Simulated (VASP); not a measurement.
# W (Im-3m) in VASP: further runs

The runs below take W through single point, relaxation of cell and atoms, with PBEsol, PBE+D3(BJ), PBE+D4, PBE.

Program: VASP 6.6.1. These are calculated values, not measurements. Logs are shortened: lines on timing, memory, paths and dates and some standing lists are left out, and cuts for length are marked.

### Step 1. The cell of the first run

It takes space group Im-3m (No. 229, cubic). The conventional cell has a = 3.155 Å, b = 3.155 Å, c = 3.155 Å, α = 90.00°, β = 90.00°, γ = 90.00°. W (site symmetry m-3m) has 14 W at 2.73 to 3.15 Å within 3.6 Å.

### Step 2. Single point, PBEsol

The input, INCAR:

```
SYSTEM = W
ALGO = Normal
EDIFF = 1E-6
ENCUT = 500
GGA = PS
GGA_COMPAT = .False.
ISIF = 2
ISMEAR = -1
LASPH = .True.
LCHARG = .True.
LELF = .True.
LREAL = .False.
LVHAR = .True.
LWAVE = .False.
NBANDS = 13
NELM = 120
PREC = Accurate
SIGMA = 0.15
```

The input, KPOINTS:

```
k-points
0
Gamma
  15 15 15
  0 0 0
```

The input, POSCAR:

```
W
1.0
   -1.5772910861      1.5772910861      1.5772910861
    1.5772910861     -1.5772910861      1.5772910861
    1.5772910861      1.5772910861     -1.5772910861
W
1
Direct
    0.0000000000      0.0000000000      0.0000000000
```

Potentials or basis: VASP PAW PBE potentials, release 64 (W_sv).

Command:

```sh
cat potpaw_PBE.64/W_sv/POTCAR > POTCAR
mpirun -np 1 vasp_std > vasp.out
```

OUTCAR:

```text
SYSTEM = W
   EDIFF = 1E-6
   ENCUT = 500
   GGA = PS
   ISIF = 2
   ISMEAR = -1
   LASPH = .True.
   LREAL = .False.
   NELM = 120
   PREC = Accurate

 ion  position               nearest neighbor table
   1  0.000  0.000  0.000-

  LATTYP: Found a body centered cubic cell.
 ALAT       =     3.1545821722

  Lattice vectors:

 A1 = (  -1.5772910861,   1.5772910861,   1.5772910861)
 A2 = (   1.5772910861,  -1.5772910861,   1.5772910861)
 A3 = (   1.5772910861,   1.5772910861,  -1.5772910861)

Analysis of symmetry for initial positions (statically):
=====================================================================
 Subroutine PRICEL returns:
 Original cell was already a primitive cell.

 Routine SETGRP: Setting up the symmetry group for a
 body centered cubic supercell.

 Subroutine GETGRP returns: Found 48 space group operations
 (whereof 48 operations were pure point group operations)
 out of a pool of 48 trial point group operations.

The static configuration has the point symmetry O_h .

Analysis of symmetry for dynamics (positions and initial velocities):
=====================================================================
 Subroutine PRICEL returns:
 Original cell was already a primitive cell.

 Routine SETGRP: Setting up the symmetry group for a
 body centered cubic supercell.

 Subroutine GETGRP returns: Found 48 space group operations
 (whereof 48 operations were pure point group operations)
 out of a pool of 48 trial point group operations.

The dynamic configuration has the point symmetry O_h .

 Subroutine INISYM returns: Found 48 space group operations
 (whereof 48 operations are pure point group operations),
 and found     1 'primitive' translations

----------------------------------------------------------------------------------------

                                     Primitive cell

  volume of cell :      15.6962

  direct lattice vectors                    reciprocal lattice vectors
    -1.577291086  1.577291086  1.577291086     0.000000000  0.316999192  0.316999192
     1.577291086 -1.577291086  1.577291086     0.316999192  0.000000000  0.316999192
     1.577291086  1.577291086 -1.577291086     0.316999192  0.316999192  0.000000000

  length of vectors
     2.731948299  2.731948299  2.731948299     0.448304557  0.448304557  0.448304557

  position of ions in fractional coordinates (direct lattice)
     0.000000000  0.000000000  0.000000000

[... 81 lines left out ...]
   ISIF   =      2    stress and relaxation
   ISYM   =      2    0-nonsym 1-usesym 2-fastsym
   POTIM  = 0.5000    time-step for ionic-motion
   TEBEG  =    0.0;   TEEND  =   0.0 temperature during run
   PSTRESS=    0.0 pullay stress
   NELECT =      14.0000    total number of electrons
   NUPDOWN=      -1.0000    fix difference up-down
   EMIN   =  10.00;   EMAX   =-10.00  energy-range for DOS
   EFERMI =   0.00;   METHOD = LEGACY
   ISMEAR =    -1;   SIGMA  =   0.15  broadening in eV -4-tet -1-fermi 0-gaus
   EFERMI_NEDOS =   21; number of points for ismear=-14 and -15
   IALGO  =     38    algorithm
   IMIX   =      4    mixing-type and parameters
     AMIX     =   0.40;   BMIX     =  1.00
     AMIX_MAG =   1.60;   BMIX_MAG =  1.00
  volume/ion in A,a.u.               =      15.70       105.92
  Fermi-wavevector in a.u.,A,eV,Ry     =   1.575865  2.977953 33.788033  2.483350
  Thomas-Fermi vector in A             =   2.676784
   LORBIT       =      0    0 simple, 1 ext, 2 COOP (PROOUT), +10 PAW based schemes
   GGA     = PS    functional components
   LHFCALC =     F    Hartree Fock is set to
   AEXX    =    0.0000 exact exchange contribution
   IVDW    =     0    specifies the selected vdW correction
   LEPSILON=     F    determine dielectric tensor
   LRPA    =     F    only Hartree local field effects (RPA)
 non-spin polarized calculation
  energy-cutoff  :      500.00
  volume of cell :       15.70
 maximum number of plane-waves:       410
   NGX =  9   NGY =  9   NGZ =  9

 number of electron      14.0000005 magnetization

 Free energy of the ion-electron system (eV)
  ---------------------------------------------------
  ext. energy  EPLUGINS =         0.00000000
  ---------------------------------------------------
  free energy    TOTEN  =       -13.81973668 eV

  energy without entropy =      -13.78317370  energy(sigma->0) =      -13.80145519

 E-fermi :  11.3841     XC(G=0): -13.8168

 val. band max:       11.3540442052   @ k =  -0.3333   0.4000   0.2667
 cond. band min:      11.4952977370   @ k =  -0.2667   0.2667   0.1333
 fundamental gap:      0.1412535318
 Fermi energy:        11.3841165227

 k-point     1 :       0.0000    0.0000    0.0000
  band No.  band energies     occupation
      1     -62.7139      2.00000
      2     -26.2570      2.00000
      3     -26.2570      2.00000
      4     -26.2570      2.00000
      5       1.7098      2.00000
      6      10.1670      1.99940
      7      10.1670      1.99940
      8      10.1670      1.99940
      9      13.6777      0.00000
     10      13.6777      0.00000
     11      25.9815      0.00000
     12      25.9815      0.00000
     13      25.9815      0.00000
[... 354 lines left out ...]
  band No.  band energies     occupation
      1     -62.5621      2.00000
      2     -27.4344      2.00000
      3     -26.8828      2.00000
      4     -26.3944      2.00000
      5       6.2787      2.00000
      6       8.0734      2.00000
      7      10.0435      1.99974
      8      13.4437      0.00000
      9      14.9194      0.00000
     10      19.9150      0.00000
     11      20.8615      0.00000
     12      24.7004      0.00000
     13      27.6767      0.00000

 [... further k-points ...]

------------------------ aborting loop because EDIFF is reached ----------------------------------------

  FORCE on cell =-STRESS in cart. coord.  units (eV):
  Direction    XX          YY          ZZ          XY          YZ          ZX
  --------------------------------------------------------------------------------------
  -------------------------------------------------------------------------------------
  Total        0.0634204      0.0634204      0.0634204      0.0000000     -0.0000000      0.0000000
  in kB        6.4735694      6.4735694      6.4735694      0.0000000     -0.0000000      0.0000000
  external PRESSURE =       6.4735694 kB  Pullay stress =       0.0000000 kB

 VOLUME and BASIS-vectors are now :
 -----------------------------------------------------------------------------
  energy-cutoff  :      500.00
  volume of cell :       15.70
      direct lattice vectors                 reciprocal lattice vectors
    -1.577291086  1.577291086  1.577291086     0.000000000  0.316999192  0.316999192
     1.577291086 -1.577291086  1.577291086     0.316999192  0.000000000  0.316999192
     1.577291086  1.577291086 -1.577291086     0.316999192  0.316999192  0.000000000

 POSITION                                       TOTAL-FORCE (eV/Angst)
 -----------------------------------------------------------------------------------
      0.00000      0.00000      0.00000        -0.000000      0.000000      0.000000
 -----------------------------------------------------------------------------------
    total drift:                               -0.000000      0.000000      0.000000

  FREE ENERGIE OF THE ION-ELECTRON SYSTEM (eV)
  ---------------------------------------------------
  free  energy   TOTEN  =       -13.8197366807 eV

  energy  without entropy=      -13.7831737034  energy(sigma->0) =      -13.80145519
```

Wall time 9.2 s (1 thread of Intel Xeon Platinum 8488C (Sapphire Rapids), shared host); peak memory 0.13 GiB.

What came out:

| Property | Result |
| --- | --- |
| Free energy | -13.8197 eV |
| Pressure | 0.6 GPa |
| Band gap on the k mesh | zero (bands 7 and 8 overlap by 5.97 eV) |

Caveat: the PAW data sets were made with another functional, which shifts forces and pressure a little; spin-orbit coupling is left out, which moves the levels of the heavy elements.

(Part 1 of 2 ends here.)

The gap in the log of VASP goes by the Fermi energy; the results here count the filled bands.